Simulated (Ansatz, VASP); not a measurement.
**One calculation of Li, two programs**

File INCAR:

```
SYSTEM = Li
ALGO = Fast
EDIFF = 1E-6
ENCUT = 520
GGA = PE
ISIF = 2
ISMEAR = 0
IVDW = 12
LASPH = .True.
LCHARG = .False.
LREAL = .False.
LWAVE = .False.
NBANDS = 10
NELM = 60
PREC = Accurate
SIGMA = 0.15
```

Contents of KPOINTS:

```
k-points
0
Gamma
  16 16 12
  0 0 0
```

The input POSCAR:

```
Li
1.0
    0.0000000000     -2.0886081792     -2.0886081792
    0.0000000000      2.0886081792     -2.0886081792
    4.1772163584      0.0000000000      0.0000000000
Li
2
Direct
    0.6017423958      0.4796515208      0.5000000000
   -0.1017423958      0.0203484792      0.0000000000
```

Input for Ansatz:

```yaml
crystal:
  lattice:
    - [0.0, -2.0886081792, -2.0886081792]
    - [0.0, 2.0886081792, -2.0886081792]
    - [4.1772163584, 0.0, 0.0]
  atoms:
    - { symbol: Li, position: [0.6017423958, 0.4796515208, 0.5] }
    - { symbol: Li, position: [-0.1017423958, 0.0203484792, 0.0] }
basis:
  ecutwfc: 520.0
kpoints:
  mp_grid: { grid: [16, 16, 12] }
hamiltonian:
  xc: pbe
  dispersion: d3bj
scf:
  occupations: { method: gaussian, width: 0.15 }
output:
  forces: true
  stress: true
  eigenvalues: true
```

Change from the starting cell: mode 4 frozen in at -0.255 Å and mode 5 at -0.170 Å (largest displacements).

Alike in both runs: task single point; functional PBE; dispersion D3(BJ); k mesh 16 × 16 × 12; occupations gaussian, width 0.15 eV; no spin polarisation.

|  | VASP | Ansatz |
| --- | --- | --- |
| version | VASP 6.6.1 | Ansatz 0.2.0 |
| potentials or method | VASP PAW PBE potentials, release 64 (Li_sv), cutoff 520 eV | scalar-relativistic, plane waves, PAW |
| valence electrons in the cell | 6 | 6 |

Ansatz gave:

```
gap on the k mesh at the Fermi level (eV) : none
rms of the force components (eV/Å)        : 0.222
```

**Question.** What did VASP give for the same quantities?

**Answer.** gap on the k mesh at the Fermi level (eV): none; rms of the force components (eV/Å): 0.223.

Atom by atom the forces differ by 0.000 eV/Å (rms over components). A gap of «none» marks a metal or a gap that the smearing closes.

Noted on VASP's run: the cutoff is under 1.25 times that of the potentials, so the pressure is a little rough.
